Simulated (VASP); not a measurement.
# SiO2 (P4_2/mnm) in VASP: a series of runs

SiO2 is run at these levels: PBE; tasks: single point.

Everything below comes from runs of VASP 6.6.1. Logs are shortened: lines on timing, memory, paths and dates and some standing lists are left out, and cuts for length are marked.

## (1) The cell of the first run

It takes space group P4_2/mnm (No. 136, tetragonal). The conventional cell has a = 4.168 Å, b = 4.168 Å, c = 2.779 Å, α = 90.00°, β = 90.00°, γ = 90.00°. Si (site symmetry mmm) has 6 O at 1.80 to 1.81 Å within 2.4 Å. Within 2.4 Å of O (site symmetry m2m) lie 3 Si at 1.80 to 1.81 Å and 1 O at 2.28 Å.

## (2) Single point, PBE

File INCAR:

```
SYSTEM = SiO2
ALGO = Normal
EDIFF = 1E-7
ENCUT = 520
GGA = PE
ISIF = 2
ISMEAR = 0
LASPH = .True.
LCHARG = .False.
LREAL = .False.
LWAVE = .False.
NBANDS = 25
NELM = 60
PREC = Accurate
SIGMA = 0.05
```

File KPOINTS:

```
k-points
0
Gamma
  6 6 10
  0 0 0
```

File POSCAR:

```
SiO2
1.0
    4.1677801147      0.0000000000      0.0000000000
    0.0000000000      4.1677801147      0.0000000000
    0.0000000000      0.0000000000      2.7794294976
Si O
2 4
Direct
    0.5000000000      0.5000000000      0.5000000000
    0.0000000000      0.0000000000      0.0000000000
    0.6930152168      0.6930152168      0.0000000000
    0.1930152168      0.8069847832      0.5000000000
    0.3069847832      0.3069847832      0.0000000000
    0.8069847832      0.1930152168      0.5000000000
```

Potentials or basis: VASP PAW PBE potentials, release 64 (Si, O).

Run with:

```
cat potpaw_PBE.64/Si/POTCAR potpaw_PBE.64/O/POTCAR > POTCAR
mpirun -np 1 vasp_std > vasp.out
```

OUTCAR:

```text
SYSTEM = SiO2
   EDIFF = 1E-7
   ENCUT = 520
   GGA = PE
   ISIF = 2
   ISMEAR = 0
   LASPH = .True.
   LREAL = .False.
   NELM = 60
   PREC = Accurate

 ion  position               nearest neighbor table
   1  0.500  0.500  0.500-   3 1.80   5 1.80   3 1.80   5 1.80   4 1.81   6 1.81
   2  0.000  0.000  0.000-   4 1.80   6 1.80   4 1.80   6 1.80   5 1.81   3 1.81
   3  0.693  0.693  0.000-   1 1.80   1 1.80   2 1.81
   4  0.193  0.807  0.500-   2 1.80   2 1.80   1 1.81
   5  0.307  0.307  0.000-   1 1.80   1 1.80   2 1.81
   6  0.807  0.193  0.500-   2 1.80   2 1.80   1 1.81

  LATTYP: Found a simple tetragonal cell.
 ALAT       =     4.1677801147
 C/A-ratio  =     0.6668848694

  Lattice vectors:

 A1 = (   4.1677801147,   0.0000000000,   0.0000000000)
 A2 = (   0.0000000000,   4.1677801147,   0.0000000000)
 A3 = (   0.0000000000,   0.0000000000,   2.7794294976)

Analysis of symmetry for initial positions (statically):
=====================================================================
 Subroutine PRICEL returns:
 Original cell was already a primitive cell.

 Routine SETGRP: Setting up the symmetry group for a
 simple tetragonal supercell.

 Subroutine GETGRP returns: Found 16 space group operations
 (whereof  8 operations were pure point group operations)
 out of a pool of 16 trial point group operations.

The static configuration has the point symmetry D_2h.
 The point group associated with its full space group is D_4h.

Analysis of symmetry for dynamics (positions and initial velocities):
=====================================================================
 Subroutine PRICEL returns:
 Original cell was already a primitive cell.

 Routine SETGRP: Setting up the symmetry group for a
 simple tetragonal supercell.

 Subroutine GETGRP returns: Found 16 space group operations
 (whereof  8 operations were pure point group operations)
 out of a pool of 16 trial point group operations.

The dynamic configuration has the point symmetry D_2h.
 The point group associated with its full space group is D_4h.

 Subroutine INISYM returns: Found 16 space group operations
 (whereof  8 operations are pure point group operations),
 and found     1 'primitive' translations

----------------------------------------------------------------------------------------

                                     Primitive cell
[... 95 lines left out ...]
   LSORBIT =      F    spin-orbit coupling
   LASPH  =      T    aspherical Exc in radial PAW
   ENCUT  =  520.0 eV  38.22 Ry    6.18 a.u.   7.75  7.75  5.17*2*pi/ulx,y,z
   NELM   =     60;   NELMIN=  2; NELMDL= -5     # of ELM steps
   EDIFF  = 0.1E-06   stopping-criterion for ELM
   LREAL  =      F    real-space projection
   EDIFFG = 0.1E-05   stopping-criterion for IOM
   NSW    =      0    number of steps for IOM
   IBRION =     -1    ionic relax: 0-MD 1-quasi-New 2-CG
   NFREE  =      0    steps in history (QN), initial steepest desc. (CG)
   ISIF   =      2    stress and relaxation
   ISYM   =      2    0-nonsym 1-usesym 2-fastsym
   POTIM  = 0.5000    time-step for ionic-motion
   TEBEG  =    0.0;   TEEND  =   0.0 temperature during run
   PSTRESS=    0.0 pullay stress
   NELECT =      32.0000    total number of electrons
   NUPDOWN=      -1.0000    fix difference up-down
   EMIN   =  10.00;   EMAX   =-10.00  energy-range for DOS
   EFERMI =   0.00;   METHOD = LEGACY
   ISMEAR =     0;   SIGMA  =   0.05  broadening in eV -4-tet -1-fermi 0-gaus
   EFERMI_NEDOS =   21; number of points for ismear=-14 and -15
   IALGO  =     38    algorithm
   IMIX   =      4    mixing-type and parameters
     AMIX     =   0.40;   BMIX     =  1.00
     AMIX_MAG =   1.60;   BMIX_MAG =  1.00
  volume/ion in A,a.u.               =       8.05        54.30
  Fermi-wavevector in a.u.,A,eV,Ry     =   1.427369  2.697337 27.720287  2.037384
  Thomas-Fermi vector in A             =   2.547546
   LORBIT       =      0    0 simple, 1 ext, 2 COOP (PROOUT), +10 PAW based schemes
   GGA     = PE    functional components
   LHFCALC =     F    Hartree Fock is set to
   AEXX    =    0.0000 exact exchange contribution
   IVDW    =     0    specifies the selected vdW correction
   LEPSILON=     F    determine dielectric tensor
   LRPA    =     F    only Hartree local field effects (RPA)
 non-spin polarized calculation
 Gauss-broadening in eV      SIGMA  =   0.05
  energy-cutoff  :      520.00
  volume of cell :       48.28
 maximum number of plane-waves:      1344
 NGX is ok and might be reduce to    32

 number of electron      31.9999994 magnetization

 Free energy of the ion-electron system (eV)
  ---------------------------------------------------
  ext. energy  EPLUGINS =         0.00000000
  ---------------------------------------------------
  free energy    TOTEN  =       -46.22131610 eV

  energy without entropy =      -46.22131610  energy(sigma->0) =      -46.22131610

 E-fermi :   8.0731     XC(G=0): -12.1014

 val. band max:        7.7881670825   @ k =   0.0000   0.0000   0.0000
 cond. band min:      12.6034095769   @ k =   0.0000   0.0000   0.0000
 fundamental gap:      4.8152424944
 Fermi energy:         8.0731145675

 k-point     1 :       0.0000    0.0000    0.0000
  band No.  band energies     occupation
      1     -14.3776      2.00000
      2     -10.8206      2.00000
      3     -10.8206      2.00000
      4     -10.5829      2.00000
      5      -2.8130      2.00000
      6       1.8018      2.00000
[... 661 lines left out ...]
     24      19.8907      0.00000
     25      21.6890      0.00000

 [... further k-points ...]
[... 5 lines left out ...]
  --------------------------------------------------------------------------------------
  -------------------------------------------------------------------------------------
  Total        1.4372992      1.4372992     -4.4940410      0.0000000      0.0000000      0.0000000
  in kB       47.6971569     47.6971569   -149.1359530      0.0000000      0.0000000      0.0000000
  external PRESSURE =     -17.9138797 kB  Pullay stress =       0.0000000 kB

 VOLUME and BASIS-vectors are now :
 -----------------------------------------------------------------------------
  energy-cutoff  :      520.00
  volume of cell :       48.28
      direct lattice vectors                 reciprocal lattice vectors
     4.167780115  0.000000000  0.000000000     0.239935883  0.000000000  0.000000000
     0.000000000  4.167780115  0.000000000     0.000000000  0.239935883  0.000000000
     0.000000000  0.000000000  2.779429498     0.000000000  0.000000000  0.359786064

 POSITION                                       TOTAL-FORCE (eV/Angst)
 -----------------------------------------------------------------------------------
      2.08389      2.08389      1.38971         0.000000      0.000000     -0.000000
      0.00000      0.00000      0.00000         0.000000      0.000000     -0.000000
      2.88834      2.88834      0.00000         0.244239      0.244239      0.000000
      0.80444      3.36334      1.38971         0.244239     -0.244239     -0.000000
      1.27945      1.27945      0.00000        -0.244239     -0.244239     -0.000000
      3.36334      0.80444      1.38971        -0.244239      0.244239      0.000000
 -----------------------------------------------------------------------------------
    total drift:                                0.000000      0.000000     -0.000000

  FREE ENERGIE OF THE ION-ELECTRON SYSTEM (eV)
  ---------------------------------------------------
  free  energy   TOTEN  =       -46.2213160963 eV

  energy  without entropy=      -46.2213160963  energy(sigma->0) =      -46.22131610
```

OSZICAR:

```text
N       E                     dE             d eps       ncg     rms          rms(c)
DAV:   1     0.132141369718E+03    0.13214E+03   -0.17637E+04  3048   0.123E+03
DAV:   2    -0.441193485233E+02   -0.17626E+03   -0.16950E+03  3749   0.275E+02
DAV:   3    -0.507946038044E+02   -0.66753E+01   -0.66464E+01  4010   0.512E+01
DAV:   4    -0.508373882077E+02   -0.42784E-01   -0.42771E-01  3573   0.475E+00
DAV:   5    -0.508377363047E+02   -0.34810E-03   -0.34805E-03  3986   0.407E-01    0.168E+01
DAV:   6    -0.461558352107E+02    0.46819E+01   -0.13238E+01  3722   0.244E+01    0.756E+00
DAV:   7    -0.462016672298E+02   -0.45832E-01   -0.70264E-01  3805   0.485E+00    0.284E+00
DAV:   8    -0.462144641883E+02   -0.12797E-01   -0.24214E-02  3726   0.134E+00    0.109E+00
DAV:   9    -0.462211220459E+02   -0.66579E-02   -0.94570E-03  3762   0.824E-01    0.258E-01
DAV:  10    -0.462213487259E+02   -0.22668E-03   -0.64814E-04  3763   0.173E-01    0.510E-02
DAV:  11    -0.462213151064E+02    0.33619E-04   -0.12208E-04  3851   0.782E-02    0.842E-03
DAV:  12    -0.462213160504E+02   -0.94394E-06   -0.59690E-06  3686   0.172E-02    0.359E-03
DAV:  13    -0.462213160963E+02   -0.45904E-07   -0.37409E-07  3921   0.434E-03
   1 F= -.46221316E+02 E0= -.46221316E+02  d E =-.615268E-18
```

stdout:

```text
POSCAR found type information on POSCAR SiO
 POSCAR found :  2 types and       6 ions
 scaLAPACK will be used
 LDA part: xc-table for (Slater+PW92), standard interpolation
 POSCAR, INCAR and KPOINTS ok, starting setup
 FFT: planning ... GRIDC
 FFT: planning ... GRID_SOFT
 FFT: planning ... GRID
 WAVECAR not read
 entering main loop
```

Run time: 44 s. Hardware: 1 thread of Intel Xeon Platinum 8488C (Sapphire Rapids), shared host; peak memory 0.19 GiB.

Results:

```
Free energy            : -46.2213 eV
Pressure               : -1.8 GPa
Largest force          : 0.345 eV/Å
Band gap on the k mesh : 4.82 eV, direct
```

Forces in eV/Å, atoms in the order of the input:
```
Si   0.000  0.000  0.000
Si   0.000  0.000  0.000
O    0.244  0.244  0.000
O    0.244 -0.244  0.000
O   -0.244 -0.244  0.000
O   -0.244  0.244  0.000
```

Stress tensor (GPa, compression positive):
```
  4.77   0.00   0.00
  0.00   4.77   0.00
  0.00   0.00 -14.91
```

## (3) Single point, PBE

This run uses another cell than the first one, of the same volume but with other edges.

Changes to INCAR since step 2:

```diff
@@ -2,3 +2,3 @@
 ALGO = Normal
-EDIFF = 1E-7
+EDIFF = 1E-6
 ENCUT = 520
```

KPOINTS is that of step 2.

Changes to POSCAR since step 2:

```diff
@@ -2,5 +2,5 @@
 1.0
-    4.1677801147      0.0000000000      0.0000000000
-    0.0000000000      4.1677801147      0.0000000000
-    0.0000000000      0.0000000000      2.7794294976
+    4.5632181958      0.0000000000      0.0000000000
+    0.0000000000      4.5632181958      0.0000000000
+    0.0000000000      0.0000000000      2.3185837491
 Si O
```

Potentials or basis: VASP PAW PBE potentials, release 64 (Si, O).

Run with:

```
cat potpaw_PBE.64/Si/POTCAR potpaw_PBE.64/O/POTCAR > POTCAR
mpirun -np 1 vasp_std > vasp.out
```

Run time: 39 s. Hardware: 1 thread of Intel Xeon Platinum 8488C (Sapphire Rapids), shared host; peak memory 0.19 GiB.

It converged, with:

| Item | Value |
| --- | --- |
| Free energy | -43.6051 eV |
| Pressure | 22.6 GPa |
| Largest force | 1.679 eV/Å |
| Band gap on the k mesh | 4.86 eV, indirect (least direct gap 4.88 eV) |

Forces on the atoms (eV/Å):
```
Si   0.000  0.000  0.000
Si   0.000  0.000  0.000
O   -1.187 -1.187  0.000
O   -1.187  1.187  0.000
O    1.187  1.187  0.000
O    1.187 -1.187  0.000
```

Stress tensor (GPa, compression positive):
```
-21.35   0.00   0.00
  0.00 -21.35   0.00
  0.00   0.00 110.40
```

Levels at points of the mesh, in eV from the valence-band top:
```
           k point  band 14  band 15  band 16  band 17  band 18  band 19
(0.00, 0.00, 0.00)    -0.79    -0.37    -0.01     4.86     9.71     9.71
(0.50, 0.00, 0.00)    -1.21    -0.55    -0.55     7.22     7.22    10.82
(0.50, 0.50, 0.00)    -1.09    -0.82    -0.82     8.06     8.06    10.02
(0.00, 0.00, 0.50)    -1.96    -1.66    -1.66     8.55     8.55    11.03
(0.50, 0.00, 0.50)    -1.89    -1.04    -1.04     8.19     8.19     8.37
(0.50, 0.50, 0.50)    -1.54    -0.89    -0.89     6.49     6.49    10.36
```

Caveat: forces of over 1 eV/Å act on the atoms, so gaps and moduli don't describe the material at rest.

[end of part 1 of 2]
